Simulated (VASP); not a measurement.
Be2ZnSe3: relaxation of cell and atoms with PBE

The system is Be2ZnSe3.

```
CELL_PARAMETERS angstrom
3.72362 -0.04456 0.07320
0.08912 -7.58071 0.03363
-2.04174 1.95367 -8.11371
ATOMIC_POSITIONS crystal
Be 0.65870 0.84737 0.33933
Be 0.66457 0.33114 0.34216
Be 0.32887 0.66158 0.66032
Be 0.33812 0.16011 0.65335
Zn 0.99892 0.49496 0.99892
Zn 0.99938 0.00139 0.00103
Se 0.09072 0.80035 0.18448
Se 0.09298 0.29436 0.18553
Se 0.74743 0.61920 0.49394
Se 0.75091 0.12707 0.50908
Se 0.40132 0.96402 0.81722
Se 0.42807 0.44847 0.81464
```

```
Program                : VASP 6.6.1
Task                   : relaxation of cell and atoms
Functional             : PBE
Potentials or basis    : VASP PAW PBE potentials, release 64 (Be, Zn, Se)
Cutoff                 : 600 eV
k mesh                 : 4 × 2 × 4
Occupations            : gaussian, width 0.1 eV
Spin                   : no spin polarisation
Dipole correction      : no
Further INCAR settings : ALGO = Normal; EDIFF = 1e-07; IBRION = 2; EDIFFG = -0.025; NSW = 80; ISIF = 3
```

```json
{
  "Relaxed volume": "19.38 Å³/atom",
  "Relaxed cell": "a = 3.792 Å, b = 7.584 Å, c = 8.522 Å, α = 102.87°, β = 102.88°, γ = 89.99°",
  "Space group after relaxing (to 0.05 Å)": "I-4m2 (No. 119)",
  "Energy gained by relaxing": "33.2 meV/atom",
  "Ionic steps": "14",
  "Pressure after relaxing": "0.0 GPa",
  "Largest force after relaxing": "0.016 eV/Å",
  "Band gap on the k mesh": "2.63 eV"
}
```

Forces in eV/Å, atoms in the order of the input:
```
Be   0.003  0.001  0.005
Be   0.003 -0.004  0.003
Be   0.003 -0.006  0.004
Be   0.002  0.003 -0.006
Zn  -0.016  0.003  0.001
Zn   0.005 -0.006  0.003
Se   0.003  0.002  0.001
Se   0.001  0.004 -0.002
Se   0.002 -0.002  0.006
Se  -0.001 -0.002 -0.003
Se   0.001  0.004 -0.006
Se  -0.005  0.001 -0.007
```

Step by step:
```
step  energy change (eV)  largest force (eV/Å)  pressure (GPa)  volume (Å³)
   1              0.0000                1.4232            2.25       227.64
   2             -0.3073                0.5289           -0.96       236.42
   3             -0.3073                0.5334           -0.93       236.29
   4             -0.3673                0.2777           -0.21       233.51
   5             -0.3812                0.1944            0.37       231.40
   6             -0.3928                0.0994            0.01       232.57
   7             -0.3935                0.0780           -0.11       232.96
   8             -0.3960                0.0428           -0.02       232.64
   9             -0.3964                0.0465            0.03       232.48
  10             -0.3971                0.0346            0.00       232.57
  11             -0.3977                0.0455           -0.05       232.74
  12             -0.3982                0.0308           -0.01       232.60
  13             -0.3985                0.0254            0.05       232.40
  14             -0.3987                0.0163            0.00       232.57
```

Final structure:
```xyz
12
Lattice="3.7920 -0.0001 0.0007 0.0010 -7.5835 0.0001 -1.8987 1.8973 -8.0879" Properties=species:S:1:pos:R:3 pbc="T T T"
Be    1.8941   -5.6862   -2.7849
Be    1.8933   -1.8952   -2.7831
Be   -0.0027   -3.7902   -5.3050
Be   -0.0015    0.0002   -5.3020
Zn   -1.8871   -1.8957   -8.0875
Zn    3.7888   -7.5828    0.0004
Se   -0.0013   -5.6874   -1.5493
Se   -0.0019   -1.8966   -1.5477
Se    1.8933   -3.7903   -4.0449
Se    1.8947    0.0008   -4.0424
Se   -0.0050   -5.6875   -6.5383
Se    0.0058   -1.8948   -6.5384
```

Levels at points of the mesh, in eV from the valence-band top:
```tsv
k point	band 30	band 31	band 32	band 33	band 34	band 35	band 36	band 37	band 38	band 39
(0.00, 0.00, 0.00)	-1.04	-0.47	-0.22	0.00	0.00	2.64	2.91	3.27	3.47	4.31
(0.50, 0.00, 0.00)	-2.23	-1.49	-1.48	-1.04	-0.47	2.71	3.27	3.48	4.31	4.44
(0.00, 0.50, 0.00)	-1.50	-0.95	-0.94	-0.22	-0.22	3.70	3.70	3.85	3.85	4.28
(0.50, 0.50, 0.00)	-2.16	-1.84	-1.84	-1.57	-1.57	3.47	3.48	4.12	4.13	4.41
(0.00, 0.00, 0.50)	-1.24	-1.04	-0.51	-0.51	-0.47	2.63	3.26	3.73	4.02	4.31
(0.50, 0.00, 0.50)	-2.23	-1.49	-1.48	-1.04	-0.47	2.72	3.26	3.48	4.31	4.44
(0.00, 0.50, 0.50)	-1.03	-0.59	-0.59	-0.39	-0.39	3.36	3.36	3.57	3.57	4.08
(0.50, 0.50, 0.50)	-2.16	-1.84	-1.84	-1.57	-1.57	3.48	3.48	4.12	4.13	4.40
```

Wall time 53 min on 1 thread of Intel(R) Xeon(R) Platinum 8488C (Sapphire Rapids) (shared host), peak memory 0.51 GiB.

Caveat: the k points lie up to 0.43 Å⁻¹ apart in the final cell. A k mesh can miss the band edges.
